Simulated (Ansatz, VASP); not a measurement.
**Two plane-wave programs on Ta4Cu**

INCAR

```
PREC = Accurate
ENCUT = 600
EDIFF = 1E-6
ISMEAR = 0
SIGMA = 0.1
LREAL = F
LASPH = T
NELM = 100
ALGO = Fast
ISIF = 3
LWAVE = F
LCHARG = F
GGA = PE
IBRION = 2
NSW = 90
EDIFFG = -0.04
```

Contents of KPOINTS:

```
Automatic mesh
0
Gamma
  4 4 4
```

File POSCAR:

```
Ta4Cu
1.0
    4.3362958300      0.0000000000      0.0000000000
    0.0000000000      4.3362958300      0.0000000000
    0.0000000000      0.0000000000      4.3362958300
Ta Cu
4 1
Direct
    0.0000000000      0.0000000000      0.0000000000
    0.5000000000      0.5000000000      0.0000000000
    0.5000000000      0.0000000000      0.5000000000
    0.0000000000      0.5000000000      0.5000000000
    0.5000000000      0.5000000000      0.5000000000
```

Input for Ansatz:

```yaml
crystal:
  lattice:
    - [4.33629583, 0.0, 0.0]
    - [0.0, 4.33629583, 0.0]
    - [0.0, 0.0, 4.33629583]
  atoms:
    - { symbol: Ta, position: [0.0, 0.0, 0.0] }
    - { symbol: Ta, position: [0.5, 0.5, 0.0] }
    - { symbol: Ta, position: [0.5, 0.0, 0.5] }
    - { symbol: Ta, position: [0.0, 0.5, 0.5] }
    - { symbol: Cu, position: [0.5, 0.5, 0.5] }
basis:
  ecutwfc: 420
kpoints:
  mp_grid: { grid: [4, 4, 4] }
hamiltonian:
  xc: pbe
scf:
  occupations: { method: gaussian, width: 0.1 }
  lower_state_search: "off"
output:
  forces: true
  stress: true
  eigenvalues: true
relax:
  adjacent_minimum: "off"
  f_tol: 0.04
  max_steps: 70
  cell: { stress_tol: 0.4 }
```

Change from the starting cell: species swapped into the Mn4N type (Pm-3m, No. 221).

Alike in both runs: task relaxation of cell and atoms; functional PBE; k mesh 4 × 4 × 4; occupations gaussian, width 0.1 eV; no spin polarisation.

```csv
,VASP,Ansatz
version,VASP 6.6.1,Ansatz 0.2.0
potentials or method,"VASP PAW PBE potentials, release 64 (Ta_pv, Cu), cutoff 600 eV","scalar-relativistic, plane waves, PAW"
valence electrons in the cell,55,71
```

```csv
,VASP,Ansatz,Ansatz less VASP
"gap on the k mesh at the Fermi level, each at its own relaxed structure (eV)",none,none,-
relaxed volume (Å³/atom),19.74,19.72,-0.014
relaxed length of the cell vector where the two differ most in proportion (Å),4.621,4.620,-0.0011
```

A gap of «none» marks a metal or a gap that the smearing closes. VASP's potentials hold 55 valence electrons a cell and Ansatz's 71, so a difference there can come from the potentials and not from the codes.

The k mesh is coarse, so the values compare programs but aren't converged. Neither program's run includes spin-orbit coupling. Noted on VASP's run: the volume moved by over 15 % at a fixed basis, so the end points are rough.
